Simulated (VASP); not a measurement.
# HfSi2 (Cmcm) in VASP: relaxation of cell and atoms with PBE+D3(BJ)

Aim: the relaxation of cell and atoms of HfSi2 with PBE+D3(BJ).

Everything below comes from runs of VASP 6.6.1. Logs are shortened: lines on timing, memory, paths and dates and some standing lists are left out, and cuts for length are marked.

### Step 1. The cell of the first run

The structure is orthorhombic, space group Cmcm (No. 63). The conventional cell has a = 3.683 Å, b = 14.592 Å, c = 3.660 Å, α = 90.00°, β = 90.00°, γ = 90.00°. Within 3.7 Å of Hf (site symmetry m2m) lie 10 Si at 2.70 to 2.97 Å and 6 Hf at 3.58 to 3.68 Å. Within 3.2 Å of Si (site symmetry m2m) lie 2 Si at 2.42 Å and 6 Hf at 2.70 to 2.97 Å. Si (site symmetry m2m) has 8 Si at 2.60 to 3.40 Å and 4 Hf at 2.80 Å within 3.5 Å.

### Step 2. Relaxation of cell and atoms, PBE+D3(BJ)

INCAR

```
PREC = Accurate
ENCUT = 500
EDIFF = 1E-7
ISMEAR = 0
SIGMA = 0.1
LREAL = False
LASPH = True
NELM = 120
ALGO = Normal
ISIF = 3
LWAVE = False
LCHARG = False
GGA = PE
IVDW = 12
IBRION = 2
NSW = 70
EDIFFG = -0.005
GGA_COMPAT = False
NELMIN = 4
```

KPOINTS

```
regular mesh
0
Gamma
  10 10 10
```

POSCAR

```
HfSi2
1.0
    1.8412674751     -7.2960000437      0.0000000000
    1.8412674751      7.2960000437      0.0000000000
    0.0000000000      0.0000000000      3.6597920204
Hf Si
2 4
Direct
    0.8945372355      0.1054627645      0.2500000000
    0.1054627645      0.8945372355      0.7500000000
    0.5542797311      0.4457202689      0.2500000000
    0.4457202689      0.5542797311      0.7500000000
    0.2502818288      0.7497181712      0.2500000000
    0.7497181712      0.2502818288      0.7500000000
```

Potentials or basis: VASP PAW PBE potentials, release 64 (Hf_pv, Si).

The run is started by

```bash
cat potpaw_PBE.64/Hf_pv/POTCAR potpaw_PBE.64/Si/POTCAR > POTCAR
mpirun -np 1 vasp_std > vasp.out
```

OUTCAR:

```text
PREC = Accurate
   ENCUT = 500
   EDIFF = 1E-7
   ISMEAR = 0
   LREAL = False
   LASPH = True
   NELM = 120
   ISIF = 3
   GGA = PE
   IVDW = 12
   IBRION = 2
   NSW = 70
   EDIFFG = -0.005
   NELMIN = 4
 IVDW          = 12

 ion  position               nearest neighbor table
   1  0.895  0.105  0.250-   4 2.70   4 2.70   4 2.70   4 2.70   6 2.80   6 2.80   5 2.80   5 2.80
                             3 2.97   3 2.97   2 3.58   2 3.58
   2  0.105  0.895  0.750-   3 2.70   3 2.70   3 2.70   3 2.70   5 2.80   5 2.80   6 2.80   6 2.80
                             4 2.97   4 2.97   1 3.58   1 3.58
   3  0.554  0.446  0.250-   4 2.42   4 2.42   2 2.70   2 2.70   2 2.70   2 2.70   1 2.97   1 2.97

   4  0.446  0.554  0.750-   3 2.42   3 2.42   1 2.70   1 2.70   1 2.70   1 2.70   2 2.97   2 2.97

   5  0.250  0.750  0.250-   6 2.60   6 2.60   6 2.60   6 2.60   2 2.80   2 2.80   1 2.80   1 2.80

   6  0.750  0.250  0.750-   5 2.60   5 2.60   5 2.60   5 2.60   1 2.80   1 2.80   2 2.80   2 2.80

  LATTYP: Found a base centered orthorhombic cell.
 ALAT       =     3.6825349502
 B/A-ratio  =     3.9624878744
 C/A-ratio  =     0.9938241103

  Lattice vectors:

 A1 = (   1.8412674751,  -7.2960000437,   0.0000000000)
 A2 = (   1.8412674751,   7.2960000437,   0.0000000000)
 A3 = (   0.0000000000,   0.0000000000,   3.6597920204)

Analysis of symmetry for initial positions (statically):
=====================================================================
 Subroutine PRICEL returns:
 Original cell was already a primitive cell.

 Routine SETGRP: Setting up the symmetry group for a
 base centered orthorhombic supercell.

 Subroutine GETGRP returns: Found  8 space group operations
 (whereof  4 operations were pure point group operations)
 out of a pool of  8 trial point group operations.

The static configuration has the point symmetry C_2h.
 The point group associated with its full space group is D_2h.

Analysis of symmetry for dynamics (positions and initial velocities):
=====================================================================
 Subroutine PRICEL returns:
 Original cell was already a primitive cell.

 Routine SETGRP: Setting up the symmetry group for a
 base centered orthorhombic supercell.

 Subroutine GETGRP returns: Found  8 space group operations
 (whereof  4 operations were pure point group operations)
 out of a pool of  8 trial point group operations.

The dynamic configuration has the point symmetry C_2h.
 The point group associated with its full space group is D_2h.

 Subroutine INISYM returns: Found  8 space group operations
 (whereof  4 operations are pure point group operations),
 and found     1 'primitive' translations

----------------------------------------------------------------------------------------

                                     Primitive cell

  volume of cell :      98.3305

  direct lattice vectors                    reciprocal lattice vectors
     1.841267475 -7.296000044  0.000000000     0.271552073 -0.068530701  0.000000000
     1.841267475  7.296000044  0.000000000     0.271552073  0.068530701  0.000000000
     0.000000000  0.000000000  3.659792020     0.000000000  0.000000000  0.273239571

  length of vectors
     7.524751328  7.524751328  3.659792020     0.280066038  0.280066038  0.273239571

  position of ions in fractional coordinates (direct lattice)
     0.894537236  0.105462764  0.250000000
     0.105462764  0.894537236  0.750000000
     0.554279731  0.445720269  0.250000000
     0.445720269  0.554279731  0.750000000
     0.250281829  0.749718171  0.250000000
     0.749718171  0.250281829  0.750000000

  ion indices of the primitive-cell ions
   primitive index   ion index
                 1           1
                 2           2
                 3           3
                 4           4
                 5           5
                 6           6

----------------------------------------------------------------------------------------

 KPOINTS: regular mesh

Automatic generation of k-mesh.
 Grid dimensions read from file:
 generate k-points for:   10   10   10

 Generating k-lattice:

  Cartesian coordinates                     Fractional coordinates (reciprocal lattice)
     0.027155207 -0.006853070  0.000000000     0.100000000  0.000000000  0.000000000
     0.027155207  0.006853070  0.000000000     0.000000000  0.100000000  0.000000000
     0.000000000  0.000000000  0.027323957     0.000000000  0.000000000  0.100000000

  Length of vectors
     0.028006604  0.028006604  0.027323957

  Shift w.r.t. Gamma in fractional coordinates (k-lattice)
     0.000000000  0.000000000  0.000000000

 Subroutine IBZKPT returns following result:
 ===========================================

 Found    186 irreducible k-points:

 Following reciprocal coordinates:
            Coordinates               Weight
  0.000000  0.000000  0.000000      1.000000
  0.100000 -0.000000  0.000000      4.000000
  0.200000 -0.000000  0.000000      4.000000
  0.300000 -0.000000  0.000000      4.000000
  0.400000 -0.000000  0.000000      4.000000
  0.500000  0.000000  0.000000      2.000000
[... 16 lines left out ...]
  0.300000  0.300000  0.000000      2.000000
  0.400000  0.300000  0.000000      4.000000
 [... further k-points ...]
   k-points           NKPTS =    186   k-points in BZ     NKDIM =    186   number of bands    NBANDS=     22
   number of dos      NEDOS =    301   number of ions     NIONS =      6
   total plane-waves  NPLWV =  87808
   dimension x,y,z NGX =    56 NGY =   56 NGZ =   28
   dimension x,y,z NGXF=   112 NGYF=  112 NGZF=   56
   ions per type =               2   4
   NGX,Y,Z   is equivalent  to a cutoff of  12.37, 12.37, 12.72 a.u.
   NGXF,Y,Z  is equivalent  to a cutoff of  24.74, 24.74, 25.44 a.u.
 SYSTEM =  unknown system
   PREC   = accura    normal or accurate (medium, high low for compatibility)
   ISTART =      0    job   : 0-new  1-cont  2-samecut
   ICHARG =      2    charge: 1-file 2-atom 10-const
   ISPIN  =      1    spin polarized calculation?
   LNONCOLLINEAR =      F non collinear calculations
   LSORBIT =      F    spin-orbit coupling
   LASPH  =      T    aspherical Exc in radial PAW
   ENCUT  =  500.0 eV  36.75 Ry    6.06 a.u.  13.72 13.72  6.67*2*pi/ulx,y,z
   NELM   =    120;   NELMIN=  4; NELMDL= -5     # of ELM steps
   EDIFF  = 0.1E-06   stopping-criterion for ELM
   LREAL  =      F    real-space projection
   EDIFFG = -.5E-02   stopping-criterion for IOM
   NSW    =     70    number of steps for IOM
   IBRION =      2    ionic relax: 0-MD 1-quasi-New 2-CG
   NFREE  =      1    steps in history (QN), initial steepest desc. (CG)
   ISIF   =      3    stress and relaxation
   ISYM   =      2    0-nonsym 1-usesym 2-fastsym
   POTIM  = 0.5000    time-step for ionic-motion
   TEBEG  =    0.0;   TEEND  =   0.0 temperature during run
   PSTRESS=    0.0 pullay stress
   NELECT =      36.0000    total number of electrons
   NUPDOWN=      -1.0000    fix difference up-down
   EMIN   =  10.00;   EMAX   =-10.00  energy-range for DOS
   EFERMI =   0.00;   METHOD = LEGACY
   ISMEAR =     0;   SIGMA  =   0.10  broadening in eV -4-tet -1-fermi 0-gaus
   EFERMI_NEDOS =   21; number of points for ismear=-14 and -15
   IALGO  =     38    algorithm
   IMIX   =      4    mixing-type and parameters
     AMIX     =   0.40;   BMIX     =  1.00
     AMIX_MAG =   1.60;   BMIX_MAG =  1.00
  volume/ion in A,a.u.               =      16.39       110.59
  Fermi-wavevector in a.u.,A,eV,Ry     =   1.171151  2.213155 18.661684  1.371595
  Thomas-Fermi vector in A             =   2.307599
   LORBIT       =      0    0 simple, 1 ext, 2 COOP (PROOUT), +10 PAW based schemes
   GGA     = PE    functional components
   LHFCALC =     F    Hartree Fock is set to
   AEXX    =    0.0000 exact exchange contribution
   IVDW    =    12    specifies the selected vdW correction
   LEPSILON=     F    determine dielectric tensor
   LRPA    =     F    only Hartree local field effects (RPA)
 conjugate gradient relaxation of ions
 non-spin polarized calculation
 Gauss-broadening in eV      SIGMA  =   0.10
  energy-cutoff  :      500.00
  volume of cell :       98.33
 maximum number of plane-waves:      2516
   NGX = 27   NGY = 27   NGZ = 13

--------------------------------------- Ionic step        1  -------------------------------------------

 number of electron      35.9999997 magnetization

 Free energy of the ion-electron system (eV)
  ---------------------------------------------------
  ext. energy  EPLUGINS =         0.00000000
  ---------------------------------------------------
  free energy    TOTEN  =       -44.93577399 eV

  energy without entropy =      -44.92881006  energy(sigma->0) =      -44.93229203

------------------------ aborting loop because EDIFF is reached ----------------------------------------

 Edisp (eV)   -2.73534

 E8    (eV) :    -1.2604

  FORCE on cell =-STRESS in cart. coord.  units (eV):
  Direction    XX          YY          ZZ          XY          YZ          ZX
  --------------------------------------------------------------------------------------
  -------------------------------------------------------------------------------------
  Total      -2.81104    -2.81148    -2.88608     0.00000     0.00000     0.00000
  in kB     -45.80251   -45.80968   -47.02525     0.00000     0.00000     0.00000
  external pressure =      -46.21 kB  Pullay stress =        0.00 kB
[... 109 lines left out ...]
  FREE ENERGIE OF THE ION-ELECTRON SYSTEM (eV)
  ---------------------------------------------------
  free  energy   TOTEN  =       -47.7195293132 eV

  energy  without entropy=      -47.7126384275  energy(sigma->0) =      -47.71608387

[... ionic steps 4 to 9 ...]

--------------------------------------- Ionic step       10  -------------------------------------------

 number of electron      35.9999999 magnetization

------------------------ aborting loop because EDIFF is reached ----------------------------------------

 Edisp (eV)   -2.83740

 E8    (eV) :    -1.3075
[... 77 lines left out ...]
  energy  without entropy=      -47.7155637150  energy(sigma->0) =      -47.71882887

--------------------------------------- Ionic step       12  -------------------------------------------

 number of electron      35.9999999 magnetization

 Free energy of the ion-electron system (eV)
  ---------------------------------------------------
  ext. energy  EPLUGINS =         0.00000000
  ---------------------------------------------------
  free energy    TOTEN  =       -44.88486358 eV

  energy without entropy =      -44.87832652  energy(sigma->0) =      -44.88159505

 E-fermi :   8.6944     XC(G=0): -11.5193

 val. band max:        8.6926919050   @ k =   0.1000   0.1000   0.0000
 cond. band min:       8.6962066766   @ k =   0.5000   0.1000   0.0000
 fundamental gap:      0.0035147716
 Fermi energy:         8.6943603584

 k-point     1 :       0.0000    0.0000    0.0000
  band No.  band energies     occupation
      1     -22.0394      2.00000
      2     -21.9398      2.00000
      3     -21.9202      2.00000
      4     -21.8969      2.00000
      5     -21.8965      2.00000
      6     -21.8607      2.00000
[... 574 lines left out ...]
      6     -21.8532      2.00000
[... 14 lines left out ...]
     21       9.6564      0.00000
     22      10.6197      0.00000

 [... further k-points ...]

------------------------ aborting loop because EDIFF is reached ----------------------------------------

 Edisp (eV)   -2.83724

 E8    (eV) :    -1.3074

  FORCE on cell =-STRESS in cart. coord.  units (eV):
  Direction    XX          YY          ZZ          XY          YZ          ZX
  --------------------------------------------------------------------------------------
  -------------------------------------------------------------------------------------
  Total       0.00167    -0.00109     0.00434     0.00000     0.00000     0.00000
  in kB       0.02817    -0.01848     0.07327     0.00000     0.00000     0.00000
  external pressure =        0.03 kB  Pullay stress =        0.00 kB
[... 21 lines left out ...]
  FREE ENERGIE OF THE ION-ELECTRON SYSTEM (eV)
  ---------------------------------------------------
  free  energy   TOTEN  =       -47.7221034162 eV

  energy  without entropy=      -47.7155663519  energy(sigma->0) =      -47.71883488

 reached required accuracy - stopping structural energy minimisation
```

It took 70 min on 1 thread of Intel Xeon Platinum 8259CL at 2.50GHz (Skylake/Cascade Lake), shared host; peak memory 0.53 GiB.

Results:

| Property | Result |
| --- | --- |
| Free energy | -47.7221 eV |
| Relaxed volume | 15.81 Å³/atom |
| Relaxed cell | a = 7.402 Å, b = 7.402 Å, c = 3.627 Å, α = 90.00°, β = 90.00°, γ = 151.48° |
| Space group after relaxing (to 0.1 Å) | Cmcm (No. 63) |
| Energy gained by relaxing | 8.5 meV/atom |
| Ionic steps | 12 |
| Pressure after relaxing | 0.0 GPa |
| Band gap on the k mesh | zero (bands 18 and 19 overlap by 0.99 eV) |
| Dispersion energy per atom | -0.473 eV |

Forces in eV/Å, atoms in the order of the input:
```
Hf   0.000  0.000  0.000
Hf   0.000  0.000  0.000
Si   0.000 -0.002  0.000
Si   0.000  0.002  0.000
Si   0.000 -0.003  0.000
Si   0.000  0.003  0.000
```

The path:
| step | energy change (eV) | largest force (eV/Å) | pressure (GPa) | volume (Å³) |
| --- | --- | --- | --- | --- |
| 1 | 0.0000 | 0.0224 | -4.62 | 98.33 |
| 2 | 0.0082 | 0.2063 | 5.63 | 91.76 |
| 3 | -0.0484 | 0.0935 | -0.03 | 95.09 |
| 4 | -0.0484 | 0.0954 | 0.07 | 95.03 |
| 5 | -0.0500 | 0.0538 | 0.08 | 94.94 |
| 6 | -0.0506 | 0.0336 | 0.10 | 94.85 |
| 7 | -0.0509 | 0.0170 | -0.13 | 94.98 |
| 8 | -0.0509 | 0.0163 | -0.14 | 94.98 |
| 9 | -0.0510 | 0.0091 | 0.09 | 94.83 |
| 10 | -0.0510 | 0.0087 | 0.01 | 94.88 |
| 11 | -0.0510 | 0.0090 | 0.01 | 94.89 |
| 12 | -0.0510 | 0.0026 | 0.00 | 94.89 |

Final structure:
```xyz
6
Lattice="1.8232 -7.1736 0.0000 1.8232 7.1736 0.0000 0.0000 0.0000 3.6275" Properties=species:S:1:pos:R:3 pbc="T T T"
Hf    1.8232   -5.6702    0.9069
Hf    1.8232    5.6702    2.7206
Si    1.8232   -0.7871    0.9069
Si    1.8232    0.7871    2.7206
Si    1.8232    3.5835    0.9069
Si    1.8232   -3.5835    2.7206
```

Caveat: spin-orbit coupling is left out, which moves the levels of the heavy elements.
